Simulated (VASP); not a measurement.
# MnZn (Pm-3m) in VASP: single point with LDA

Aim: the single point of MnZn with LDA.

Everything below comes from runs of VASP 6.6.1. Logs are shortened: lines on timing, memory, paths and dates and some standing lists are left out, and cuts for length are marked.

### Step 1. The cell of the first run

Symmetry: Pm-3m, No. 221, cubic system. Conventional cell: a = 3.070 Å, b = 3.070 Å, c = 3.070 Å, α = 90.00°, β = 90.00°, γ = 90.00°. Mn (site symmetry m-3m) has 8 Zn at 2.66 Å and 6 Mn at 3.07 Å within 3.5 Å. Within 3.5 Å of Zn (site symmetry m-3m) lie 8 Mn at 2.66 Å and 6 Zn at 3.07 Å.

### Step 2. Single point, LDA, collinear spin, ferromagnetic start

The input, INCAR:

```
PREC = Accurate ; ENCUT = 520
EDIFF = 1E-7 ; ISMEAR = -1
SIGMA = 0.03 ; LREAL = F
LASPH = T ; NELM = 150
ALGO = Normal ; ISIF = 2
LWAVE = F ; LCHARG = F
ISPIN = 2 ; MAGMOM = 4 0
LORBIT = 11 ; LMAXMIX = 4
GGA = CA ; NBANDS = 24
```

The input, KPOINTS:

```
regular mesh
0
Gamma
  12 12 12
```

The input, POSCAR:

```
MnZn
1.0
    3.0700000000      0.0000000000      0.0000000000
    0.0000000000      3.0700000000      0.0000000000
    0.0000000000      0.0000000000      3.0700000000
Mn Zn
1 1
Direct
    0.0000000000      0.0000000000      0.0000000000
    0.5000000000      0.5000000000      0.5000000000
```

Potentials or basis: VASP PAW LDA potentials, release 64 (Mn_pv, Zn).

The run is started by

```sh
cat potpaw_LDA.64/Mn_pv/POTCAR potpaw_LDA.64/Zn/POTCAR > POTCAR
mpirun -np 1 vasp_std > vasp.out
```

OUTCAR:

```text
PREC = Accurate
   ENCUT = 520
   EDIFF = 1E-7
   ISMEAR = -1
   LREAL = F
   LASPH = T
   NELM = 150
   ISIF = 2
   ISPIN = 2
   LORBIT = 11
   GGA = CA

 ion  position               nearest neighbor table
   1  0.000  0.000  0.000-   2 2.66   2 2.66   2 2.66   2 2.66   2 2.66   2 2.66   2 2.66   2 2.66

   2  0.500  0.500  0.500-   1 2.66   1 2.66   1 2.66   1 2.66   1 2.66   1 2.66   1 2.66   1 2.66

  LATTYP: Found a simple cubic cell.
 ALAT       =     3.0700000000

  Lattice vectors:

 A1 = (   3.0700000000,   0.0000000000,   0.0000000000)
 A2 = (   0.0000000000,   3.0700000000,   0.0000000000)
 A3 = (   0.0000000000,   0.0000000000,   3.0700000000)

Analysis of symmetry for initial positions (statically):
=====================================================================
 Subroutine PRICEL returns:
 Original cell was already a primitive cell.

 Routine SETGRP: Setting up the symmetry group for a
 simple cubic supercell.

 Subroutine GETGRP returns: Found 48 space group operations
 (whereof 48 operations were pure point group operations)
 out of a pool of 48 trial point group operations.

The static configuration has the point symmetry O_h .

Analysis of symmetry for dynamics (positions and initial velocities):
=====================================================================
 Subroutine PRICEL returns:
 Original cell was already a primitive cell.

 Routine SETGRP: Setting up the symmetry group for a
 simple cubic supercell.

 Subroutine GETGRP returns: Found 48 space group operations
 (whereof 48 operations were pure point group operations)
 out of a pool of 48 trial point group operations.

The dynamic configuration has the point symmetry O_h .

Analysis of structural, dynamic, and magnetic symmetry:
=====================================================================
 Subroutine PRICEL returns:
 Original cell was already a primitive cell.

 Routine SETGRP: Setting up the symmetry group for a
 simple cubic supercell.

 Subroutine GETGRP returns: Found 48 space group operations
 (whereof 48 operations were pure point group operations)
 out of a pool of 48 trial point group operations.

The overall configuration has the point symmetry O_h .

 Subroutine INISYM returns: Found 48 space group operations
 (whereof 48 operations are pure point group operations),
 and found     1 'primitive' translations

[... 115 lines left out ...]
  volume/ion in A,a.u.               =      14.47        97.63
  Fermi-wavevector in a.u.,A,eV,Ry     =   1.559253  2.946560 33.079416  2.431268
  Thomas-Fermi vector in A             =   2.662638
   LORBIT       =     11    0 simple, 1 ext, 2 COOP (PROOUT), +10 PAW based schemes
   GGA     = CA    functional components
   LHFCALC =     F    Hartree Fock is set to
   AEXX    =    0.0000 exact exchange contribution
   IVDW    =     0    specifies the selected vdW correction
   LEPSILON=     F    determine dielectric tensor
   LRPA    =     F    only Hartree local field effects (RPA)
 spin polarized calculation
  energy-cutoff  :      520.00
  volume of cell :       28.93
 maximum number of plane-waves:       804
 NGX is ok and might be reduce to    24
   NGX = 11   NGY = 11   NGZ = 11

 number of electron      24.9999987 magnetization       2.9658191

 Free energy of the ion-electron system (eV)
  ---------------------------------------------------
  ext. energy  EPLUGINS =         0.00000000
  ---------------------------------------------------
  free energy    TOTEN  =       -11.25276799 eV

  energy without entropy =      -11.25022019  energy(sigma->0) =      -11.25149409

 E-fermi :   4.9527     XC(G=0): -12.3641

 val. band max:        4.9448038985   @ k =   0.5000   0.2500   0.0000
 cond. band min:       4.9663165833   @ k =   0.5000   0.4167   0.0833
 fundamental gap:      0.0215126847
 Fermi energy:         4.9526933637

 spin component 1

 k-point     1 :       0.0000    0.0000    0.0000
  band No.  band energies     occupation
      1     -43.7842      1.00000
      2     -43.7842      1.00000
      3     -43.7842      1.00000
      4      -4.1834      1.00000
      5      -2.4913      1.00000
      6      -2.4913      1.00000
[... 637 lines left out ...]
     23      24.7102      0.00000
     24      26.4788      0.00000

 [... further k-points ...]

 spin component 2

 k-point     1 :       0.0000    0.0000    0.0000
  band No.  band energies     occupation
      1     -40.8848      1.00000
      2     -40.8848      1.00000
      3     -40.8848      1.00000
      4      -3.9423      1.00000
      5      -2.4697      1.00000
      6      -2.4697      1.00000
[... 637 lines left out ...]
     23      24.8321      0.00000
     24      27.1975      0.00000

 [... further k-points ...]

------------------------ aborting loop because EDIFF is reached ----------------------------------------

  FORCE on cell =-STRESS in cart. coord.  units (eV):
  Direction    XX          YY          ZZ          XY          YZ          ZX
  --------------------------------------------------------------------------------------
  -------------------------------------------------------------------------------------
  Total       -3.2055762     -3.2055762     -3.2055762      0.0000000      0.0000000     -0.0000000
  in kB     -177.5013114   -177.5013114   -177.5013114      0.0000000      0.0000000     -0.0000000
  external PRESSURE =    -177.5013114 kB  Pullay stress =       0.0000000 kB

 VOLUME and BASIS-vectors are now :
 -----------------------------------------------------------------------------
  energy-cutoff  :      520.00
  volume of cell :       28.93
      direct lattice vectors                 reciprocal lattice vectors
     3.070000000  0.000000000  0.000000000     0.325732899  0.000000000  0.000000000
     0.000000000  3.070000000  0.000000000     0.000000000  0.325732899  0.000000000
     0.000000000  0.000000000  3.070000000     0.000000000  0.000000000  0.325732899

 POSITION                                       TOTAL-FORCE (eV/Angst)
 -----------------------------------------------------------------------------------
      0.00000      0.00000      0.00000         0.000000      0.000000      0.000000
      1.53500      1.53500      1.53500         0.000000      0.000000      0.000000
 -----------------------------------------------------------------------------------
    total drift:                                0.000000      0.000000     -0.000000

  FREE ENERGIE OF THE ION-ELECTRON SYSTEM (eV)
  ---------------------------------------------------
  free  energy   TOTEN  =       -11.2527679861 eV

  energy  without entropy=      -11.2502201874  energy(sigma->0) =      -11.25149409

 total charge

# of ion       s       p       d       tot
------------------------------------------
    1        0.275   6.209   5.062  11.545
    2        0.621   0.514   9.718  10.854
--------------------------------------------------
tot          0.896   6.723  14.780  22.399

 magnetization (x)

# of ion       s       p       d       tot
------------------------------------------
    1        0.009   0.002   2.952   2.963
    2       -0.040  -0.050   0.027  -0.062
--------------------------------------------------
tot         -0.031  -0.048   2.979   2.900
```

OSZICAR:

```text
N       E                     dE             d eps       ncg     rms          rms(c)
DAV:   1     0.183284425054E+03    0.18328E+03   -0.12820E+04  8520   0.147E+03
DAV:   2    -0.278245986405E+01   -0.18607E+03   -0.17709E+03  8264   0.339E+02
DAV:   3    -0.121906666133E+02   -0.94082E+01   -0.93573E+01  9520   0.809E+01
DAV:   4    -0.122798475278E+02   -0.89181E-01   -0.89170E-01  8928   0.792E+00
DAV:   5    -0.122810107030E+02   -0.11632E-02   -0.11632E-02  9648   0.850E-01    0.116E+01
DAV:   6    -0.119811111368E+02    0.29990E+00   -0.17099E+01  8808   0.298E+01    0.105E+01
DAV:   7    -0.112878367137E+02    0.69327E+00   -0.68417E+00  8928   0.231E+01    0.358E+00
DAV:   8    -0.112585238804E+02    0.29313E-01   -0.16079E-01  9024   0.388E+00    0.138E+00
DAV:   9    -0.112534508489E+02    0.50730E-02   -0.19525E-02  9280   0.837E-01    0.514E-01
DAV:  10    -0.112527287181E+02    0.72213E-03   -0.21945E-03  9296   0.558E-01    0.151E-01
DAV:  11    -0.112527596553E+02   -0.30937E-04   -0.20062E-04  9488   0.105E-01    0.678E-02
DAV:  12    -0.112527650855E+02   -0.54302E-05   -0.82517E-05 10808   0.686E-02    0.222E-02
DAV:  13    -0.112527671293E+02   -0.20438E-05   -0.59400E-06  8592   0.198E-02    0.141E-02
DAV:  14    -0.112527679588E+02   -0.82953E-06   -0.16150E-06  8688   0.995E-03    0.531E-03
DAV:  15    -0.112527679861E+02   -0.27242E-07   -0.14159E-07  5488   0.385E-03
   1 F= -.11252768E+02 E0= -.11251494E+02  d E =-.254780E-02  mag=     2.9660
```

stdout:

```text
POSCAR found type information on POSCAR MnZn
 POSCAR found :  2 types and       2 ions
 scaLAPACK will be used
 LDA part: xc-table for (Slater(with rela. corr.)+CA(PZ))
 , standard interpolation
 POSCAR, INCAR and KPOINTS ok, starting setup
 FFT: planning ... GRIDC
 FFT: planning ... GRID_SOFT
 FFT: planning ... GRID
 WAVECAR not read
 entering main loop
```

Wall time 2.4 min (1 thread of AMD EPYC 7R43 (Zen 3), shared host); peak memory 0.17 GiB.

What came out:

```
Free energy                                           : -11.2528 eV
Pressure                                              : -17.8 GPa
Band gap on the k mesh                                : zero (filled and empty bands overlap)
Net moment                                            : 2.97 μB per cell
Site moments                                          : Mn +2.96; Zn -0.06 μB
Valence electrons inside the program's atomic spheres : Mn 11.54; Zn 10.85
```

Levels at points of the mesh, in eV from the Fermi level:
Spin up:
```
           k point  band 12  band 13  band 14  band 15  band 16  band 17
(0.00, 0.00, 0.00)    -1.11    -1.11    -1.11     6.14     6.14     6.14
(0.50, 0.00, 0.00)    -1.91    -1.91    -1.16    -0.09    11.21    11.21
(0.50, 0.50, 0.00)    -1.41    -1.24    -1.24    -0.62     2.75     3.62
(0.50, 0.50, 0.50)    -0.59    -0.59     2.74     4.73     4.73     4.73
```
Spin down:
| k point | band 8 | band 9 | band 10 | band 11 | band 12 | band 13 | band 14 | band 15 |
| --- | --- | --- | --- | --- | --- | --- | --- | --- |
| (0.00, 0.00, 0.00) | -6.90 | -6.90 | -0.42 | -0.42 | 1.54 | 1.54 | 1.54 | 6.43 |
| (0.50, 0.00, 0.00) | -6.85 | -4.69 | -4.49 | -0.34 | 0.43 | 0.43 | 1.51 | 2.24 |
| (0.50, 0.50, 0.00) | -6.67 | -3.27 | -0.99 | -0.99 | -0.30 | 1.07 | 1.07 | 1.92 |
| (0.50, 0.50, 0.50) | -6.66 | -1.86 | -1.86 | -1.86 | 1.96 | 1.96 | 2.69 | 5.24 |
